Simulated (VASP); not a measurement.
# YMg2AgC6N6 (Fm-3m) in VASP: single point with PBE

Aim: the single point of YMg2AgC6N6 with PBE.

Everything below comes from runs of VASP 6.6.1. Logs are shortened: lines on timing, memory, paths and dates and some standing lists are left out, and cuts for length are marked.

## Step 1: The cell of the first run

Symmetry: Fm-3m, No. 225, cubic system. The conventional cell has a = 10.792 Å, b = 10.792 Å, c = 10.792 Å, α = 90.00°, β = 90.00°, γ = 90.00°. Y (site symmetry m-3m) has 6 C at 2.11 Å within 2.8 Å. Within 5.1 Å of Mg (site symmetry -43m) lie 12 N at 3.86 Å and 12 C at 3.86 Å and 4 Y at 4.67 Å and 4 Ag at 4.67 Å. Ag (site symmetry m-3m) has 6 N at 2.12 Å within 2.8 Å. C (site symmetry 4mm) has 1 N at 1.17 Å within 1.6 Å. N (site symmetry 4mm) has 1 C at 1.17 Å within 1.6 Å.

## Step 2: Single point, PBE

INCAR reads:

```
  PREC = Accurate
  ENCUT = 520
  EDIFF = 1E-7
  ISMEAR = 0
  SIGMA = 0.1
  LREAL = Auto
  LASPH = T
  NELM = 100
  ALGO = Normal
  ISIF = 2
  LWAVE = F
  LCHARG = F
  GGA = PE
  NBANDS = 54
```

KPOINTS reads:

```
regular mesh
0
Gamma
  4 4 4
```

POSCAR reads:

```
YMg2AgC6N6
1.0
    0.0000000000      5.3960000000      5.3960000000
    5.3960000000      0.0000000000      5.3960000000
    5.3960000000      5.3960000000      0.0000000000
Y Mg Ag C N
1 2 1 6 6
Direct
    0.0000000000      0.0000000000      0.0000000000
    0.2500000000      0.2500000000      0.2500000000
    0.7500000000      0.7500000000      0.7500000000
    0.5000000000      0.5000000000      0.5000000000
    0.8048554500      0.1951445500      0.1951445500
    0.1951445500      0.8048554500      0.1951445500
    0.1951445500      0.1951445500      0.8048554500
    0.1951445500      0.8048554500      0.8048554500
    0.8048554500      0.1951445500      0.8048554500
    0.8048554500      0.8048554500      0.1951445500
    0.6964418100      0.3035581900      0.3035581900
    0.3035581900      0.6964418100      0.3035581900
    0.3035581900      0.3035581900      0.6964418100
    0.3035581900      0.6964418100      0.6964418100
    0.6964418100      0.3035581900      0.6964418100
    0.6964418100      0.6964418100      0.3035581900
```

Potentials or basis: VASP PAW PBE potentials, release 64 (Y_sv, Mg, Ag, C, N).

The run is started by

```sh
$ cat potpaw_PBE.64/Y_sv/POTCAR potpaw_PBE.64/Mg/POTCAR potpaw_PBE.64/Ag/POTCAR potpaw_PBE.64/C/POTCAR potpaw_PBE.64/N/POTCAR > POTCAR
$ mpirun -np 1 vasp_std > vasp.out
```

OUTCAR:

```text
PREC = Accurate
   ENCUT = 520
   EDIFF = 1E-7
   ISMEAR = 0
   LREAL = Auto
   LASPH = T
   NELM = 100
   ISIF = 2
   GGA = PE

 ion  position               nearest neighbor table
   1  0.000  0.000  0.000-   5 2.11   6 2.11   7 2.11   8 2.11   9 2.11  10 2.11
   2  0.250  0.250  0.250-
   3  0.750  0.750  0.750-
   4  0.500  0.500  0.500-  11 2.12  12 2.12  13 2.12  14 2.12  15 2.12  16 2.12
   5  0.805  0.195  0.195-  11 1.17   1 2.11
   6  0.195  0.805  0.195-  12 1.17   1 2.11
   7  0.195  0.195  0.805-  13 1.17   1 2.11
   8  0.195  0.805  0.805-  14 1.17   1 2.11
   9  0.805  0.195  0.805-  15 1.17   1 2.11
  10  0.805  0.805  0.195-  16 1.17   1 2.11
  11  0.696  0.304  0.304-   5 1.17   4 2.12
  12  0.304  0.696  0.304-   6 1.17   4 2.12
  13  0.304  0.304  0.696-   7 1.17   4 2.12
  14  0.304  0.696  0.696-   8 1.17   4 2.12
  15  0.696  0.304  0.696-   9 1.17   4 2.12
  16  0.696  0.696  0.304-  10 1.17   4 2.12

  LATTYP: Found a face centered cubic cell.
 ALAT       =    10.7920000000

  Lattice vectors:

 A1 = (   0.0000000000,   5.3960000000,   5.3960000000)
 A2 = (   5.3960000000,   0.0000000000,   5.3960000000)
 A3 = (   5.3960000000,   5.3960000000,   0.0000000000)

Analysis of symmetry for initial positions (statically):
=====================================================================
 Subroutine PRICEL returns:
 Original cell was already a primitive cell.

 Routine SETGRP: Setting up the symmetry group for a
 face centered cubic supercell.

 Subroutine GETGRP returns: Found 48 space group operations
 (whereof 48 operations were pure point group operations)
 out of a pool of 48 trial point group operations.

The static configuration has the point symmetry O_h .

Analysis of symmetry for dynamics (positions and initial velocities):
=====================================================================
 Subroutine PRICEL returns:
 Original cell was already a primitive cell.

 Routine SETGRP: Setting up the symmetry group for a
 face centered cubic supercell.

 Subroutine GETGRP returns: Found 48 space group operations
 (whereof 48 operations were pure point group operations)
 out of a pool of 48 trial point group operations.

The dynamic configuration has the point symmetry O_h .

 Subroutine INISYM returns: Found 48 space group operations
 (whereof 48 operations are pure point group operations),
 and found     1 'primitive' translations

----------------------------------------------------------------------------------------

                                     Primitive cell

  volume of cell :     314.2287

  direct lattice vectors                    reciprocal lattice vectors
     0.000000000  5.396000000  5.396000000    -0.092661231  0.092661231  0.092661231
     5.396000000  0.000000000  5.396000000     0.092661231 -0.092661231  0.092661231
     5.396000000  5.396000000  0.000000000     0.092661231  0.092661231 -0.092661231

  length of vectors
     7.631096383  7.631096383  7.631096383     0.160493959  0.160493959  0.160493959

  position of ions in fractional coordinates (direct lattice)
     0.000000000  0.000000000  0.000000000
     0.250000000  0.250000000  0.250000000
     0.750000000  0.750000000  0.750000000
     0.500000000  0.500000000  0.500000000
     0.804855450  0.195144550  0.195144550
     0.195144550  0.804855450  0.195144550
[... 8 lines left out ...]
     0.696441810  0.303558190  0.696441810
     0.696441810  0.696441810  0.303558190

  ion indices of the primitive-cell ions
   primitive index   ion index
                 1           1
                 2           2
                 3           3
                 4           4
                 5           5
                 6           6
[... 8 lines left out ...]
                15          15
                16          16

----------------------------------------------------------------------------------------

 KPOINTS: regular mesh

Automatic generation of k-mesh.
 Grid dimensions read from file:
 generate k-points for:    4    4    4

 Generating k-lattice:

  Cartesian coordinates                     Fractional coordinates (reciprocal lattice)
    -0.023165308  0.023165308  0.023165308     0.250000000  0.000000000  0.000000000
     0.023165308 -0.023165308  0.023165308     0.000000000  0.250000000  0.000000000
     0.023165308  0.023165308 -0.023165308     0.000000000  0.000000000  0.250000000

  Length of vectors
     0.040123490  0.040123490  0.040123490

  Shift w.r.t. Gamma in fractional coordinates (k-lattice)
     0.000000000  0.000000000  0.000000000

 Subroutine IBZKPT returns following result:
 ===========================================

 Found      8 irreducible k-points:

 Following reciprocal coordinates:
            Coordinates               Weight
  0.000000  0.000000  0.000000      1.000000
  0.250000  0.000000  0.000000      8.000000
  0.500000  0.000000  0.000000      4.000000
  0.250000  0.250000  0.000000      6.000000
  0.500000  0.250000  0.000000     24.000000
 -0.250000  0.250000  0.000000     12.000000
  0.500000  0.500000  0.000000      3.000000
 -0.250000  0.500000  0.250000      6.000000
   k-points           NKPTS =      8   k-points in BZ     NKDIM =      8   number of bands    NBANDS=     54
   number of dos      NEDOS =    301   number of ions     NIONS =     16
   total plane-waves  NPLWV = 216000
   dimension x,y,z NGX =    60 NGY =   60 NGZ =   60
   dimension x,y,z NGXF=   120 NGYF=  120 NGZF=  120
   ions per type =               1   2   1   6   6
   NGX,Y,Z   is equivalent  to a cutoff of  13.07, 13.07, 13.07 a.u.
   NGXF,Y,Z  is equivalent  to a cutoff of  26.14, 26.14, 26.14 a.u.
 SYSTEM =  unknown system
   PREC   = accura    normal or accurate (medium, high low for compatibility)
   ISTART =      0    job   : 0-new  1-cont  2-samecut
   ICHARG =      2    charge: 1-file 2-atom 10-const
   ISPIN  =      1    spin polarized calculation?
   LNONCOLLINEAR =      F non collinear calculations
   LSORBIT =      F    spin-orbit coupling
   LASPH  =      T    aspherical Exc in radial PAW
   ENCUT  =  520.0 eV  38.22 Ry    6.18 a.u.  14.19 14.19 14.19*2*pi/ulx,y,z
   NELM   =    100;   NELMIN=  2; NELMDL= -5     # of ELM steps
   EDIFF  = 0.1E-06   stopping-criterion for ELM
   LREAL  =      T    real-space projection
   EDIFFG = 0.1E-05   stopping-criterion for IOM
   NSW    =      0    number of steps for IOM
   IBRION =     -1    ionic relax: 0-MD 1-quasi-New 2-CG
   NFREE  =      0    steps in history (QN), initial steepest desc. (CG)
   ISIF   =      2    stress and relaxation
   ISYM   =      2    0-nonsym 1-usesym 2-fastsym
   POTIM  = 0.5000    time-step for ionic-motion
   TEBEG  =    0.0;   TEEND  =   0.0 temperature during run
   PSTRESS=    0.0 pullay stress
   NELECT =      80.0000    total number of electrons
   NUPDOWN=      -1.0000    fix difference up-down
   EMIN   =  10.00;   EMAX   =-10.00  energy-range for DOS
   EFERMI =   0.00;   METHOD = LEGACY
   ISMEAR =     0;   SIGMA  =   0.10  broadening in eV -4-tet -1-fermi 0-gaus
   EFERMI_NEDOS =   21; number of points for ismear=-14 and -15
   IALGO  =     38    algorithm
   IMIX   =      4    mixing-type and parameters
     AMIX     =   0.40;   BMIX     =  1.00
     AMIX_MAG =   1.60;   BMIX_MAG =  1.00
  volume/ion in A,a.u.               =      19.64       132.53
  Fermi-wavevector in a.u.,A,eV,Ry     =   1.037583  1.960748 14.647742  1.076579
  Thomas-Fermi vector in A             =   2.172028
   LORBIT       =      0    0 simple, 1 ext, 2 COOP (PROOUT), +10 PAW based schemes
   GGA     = PE    functional components
   LHFCALC =     F    Hartree Fock is set to
   AEXX    =    0.0000 exact exchange contribution
   IVDW    =     0    specifies the selected vdW correction
   LEPSILON=     F    determine dielectric tensor
   LRPA    =     F    only Hartree local field effects (RPA)
 non-spin polarized calculation
 Gauss-broadening in eV      SIGMA  =   0.10
  energy-cutoff  :      520.00
  volume of cell :      314.23
 maximum number of plane-waves:      8484
 NGX is ok and might be reduce to    60
   NGX = 29   NGY = 29   NGZ = 29

 number of electron      80.0000001 magnetization

 Free energy of the ion-electron system (eV)
  ---------------------------------------------------
  ext. energy  EPLUGINS =         0.00000000
  ---------------------------------------------------
  free energy    TOTEN  =      -102.14395913 eV

  energy without entropy =     -102.01732888  energy(sigma->0) =     -102.08064400

 E-fermi :   0.6286     XC(G=0):  -7.7682

 val. band max:        0.6179030575   @ k =  -0.2500   0.2500   0.0000
 cond. band min:       0.6469444968   @ k =   0.5000   0.2500   0.0000
 fundamental gap:      0.0290414394
 Fermi energy:         0.6286235495

 k-point     1 :       0.0000    0.0000    0.0000
  band No.  band energies     occupation
      1     -39.4545      2.00000
      2     -20.1887      2.00000
      3     -20.1887      2.00000
      4     -20.1887      2.00000
      5     -17.5919      2.00000
      6     -17.3743      2.00000
[... 44 lines left out ...]
     51       4.9349      0.00000
     52       4.9349      0.00000

 k-point     2 :       0.2500    0.0000    0.0000
  band No.  band energies     occupation
      1     -39.4545      2.00000
      2     -20.1892      2.00000
      3     -20.1886      2.00000
      4     -20.1886      2.00000
      5     -17.5585      2.00000
      6     -17.3886      2.00000
[... 44 lines left out ...]
     51       4.8952      0.00000
     52       4.8955      0.00000

 k-point     3 :       0.5000    0.0000    0.0000
  band No.  band energies     occupation
      1     -39.4545      2.00000
      2     -20.1898      2.00000
      3     -20.1886      2.00000
      4     -20.1886      2.00000
      5     -17.4941      2.00000
      6     -17.4504      2.00000
[... 44 lines left out ...]
     51       4.6895      0.00000
     52       4.8240      0.00000

 k-point     4 :       0.2500    0.2500    0.0000
  band No.  band energies     occupation
      1     -39.4545      2.00000
      2     -20.1890      2.00000
      3     -20.1888      2.00000
      4     -20.1888      2.00000
      5     -17.5587      2.00000
      6     -17.4131      2.00000
[... 44 lines left out ...]
     51       4.7258      0.00000
     52       4.8961      0.00000

 k-point     5 :       0.5000    0.2500    0.0000
  band No.  band energies     occupation
      1     -39.4545      2.00000
      2     -20.1893      2.00000
      3     -20.1887      2.00000
      4     -20.1887      2.00000
      5     -17.5266      2.00000
      6     -17.4332      2.00000
[... 44 lines left out ...]
     51       4.7439      0.00000
     52       4.7524      0.00000

 k-point     6 :      -0.2500    0.2500    0.0000
  band No.  band energies     occupation
      1     -39.4545      2.00000
      2     -20.1894      2.00000
      3     -20.1888      2.00000
      4     -20.1886      2.00000
      5     -17.5248      2.00000
      6     -17.4332      2.00000
[... 44 lines left out ...]
     51       4.7341      0.00000
     52       4.7650      0.00000

 k-point     7 :       0.5000    0.5000    0.0000
  band No.  band energies     occupation
      1     -39.4545      2.00000
      2     -20.1890      2.00000
      3     -20.1888      2.00000
      4     -20.1888      2.00000
      5     -17.5480      2.00000
      6     -17.4176      2.00000
[... 44 lines left out ...]
     51       4.7243      0.00000
     52       4.9160      0.00000

 k-point     8 :      -0.2500    0.5000    0.2500
  band No.  band energies     occupation
      1     -39.4545      2.00000
      2     -20.1890      2.00000
      3     -20.1889      2.00000
      4     -20.1889      2.00000
      5     -17.5273      2.00000
      6     -17.4368      2.00000
[... 44 lines left out ...]
     51       4.7575      0.00000
     52       4.7575      0.00000
 [bands above 52 left out]

------------------------ aborting loop because EDIFF is reached ----------------------------------------

  FORCE on cell =-STRESS in cart. coord.  units (eV):
  Direction    XX          YY          ZZ          XY          YZ          ZX
  --------------------------------------------------------------------------------------
  -------------------------------------------------------------------------------------
  Total       35.3094000     35.3094000     35.3094000      0.0000000      0.0000000     -0.0000000
  in kB      180.0342365    180.0342365    180.0342365      0.0000000      0.0000000     -0.0000000
  external PRESSURE =     180.0342365 kB  Pullay stress =       0.0000000 kB

 VOLUME and BASIS-vectors are now :
 -----------------------------------------------------------------------------
  energy-cutoff  :      520.00
  volume of cell :      314.23
      direct lattice vectors                 reciprocal lattice vectors
     0.000000000  5.396000000  5.396000000    -0.092661231  0.092661231  0.092661231
     5.396000000  0.000000000  5.396000000     0.092661231 -0.092661231  0.092661231
     5.396000000  5.396000000  0.000000000     0.092661231  0.092661231 -0.092661231

 POSITION                                       TOTAL-FORCE (eV/Angst)
 -----------------------------------------------------------------------------------
      0.00000      0.00000      0.00000         0.000000      0.000000     -0.000000
      2.69800      2.69800      2.69800         0.000000      0.000000     -0.000000
      8.09400      8.09400      8.09400         0.000000      0.000000     -0.000000
      5.39600      5.39600      5.39600         0.000000     -0.000000     -0.000000
      2.10600      5.39600      5.39600         4.875758      0.000000     -0.000000
      5.39600      2.10600      5.39600         0.000000      4.875758     -0.000000
[... 8 lines left out ...]
      5.39600      7.51600      5.39600         0.000000      0.996975     -0.000000
      5.39600      5.39600      7.51600         0.000000      0.000000      0.996975
 -----------------------------------------------------------------------------------
    total drift:                               -0.000000      0.000000      0.000000

  FREE ENERGIE OF THE ION-ELECTRON SYSTEM (eV)
  ---------------------------------------------------
  free  energy   TOTEN  =      -102.1439591275 eV

  energy  without entropy=     -102.0173288803  energy(sigma->0) =     -102.08064400
```

Wall time 10 min (1 thread of AMD EPYC 7R13 (Zen 3), shared host); peak memory 0.52 GiB.

Results:

- Free energy: -102.1440 eV
- Pressure: 18.0 GPa
- Largest force: 4.876 eV/Å
- Band gap on the k mesh: zero (bands 40 and 41 overlap by 0.22 eV)

Forces in eV/Å, atoms in the order of the input:
```
Y    0.000  0.000  0.000
Mg   0.000  0.000  0.000
Mg   0.000  0.000  0.000
Ag   0.000  0.000  0.000
C    4.876  0.000  0.000
C    0.000  4.876  0.000
C    0.000  0.000  4.876
C   -4.876  0.000  0.000
C    0.000 -4.876  0.000
C    0.000  0.000 -4.876
N   -0.997  0.000  0.000
N    0.000 -0.997  0.000
N    0.000  0.000 -0.997
N    0.997  0.000  0.000
N    0.000  0.997  0.000
N    0.000  0.000  0.997
```

Caveat: the cell stands under pressure; forces of over 1 eV/Å act on the atoms, so gaps and moduli don't describe the material at rest.

The gap in the log of VASP goes by the Fermi energy; the results here count the filled bands.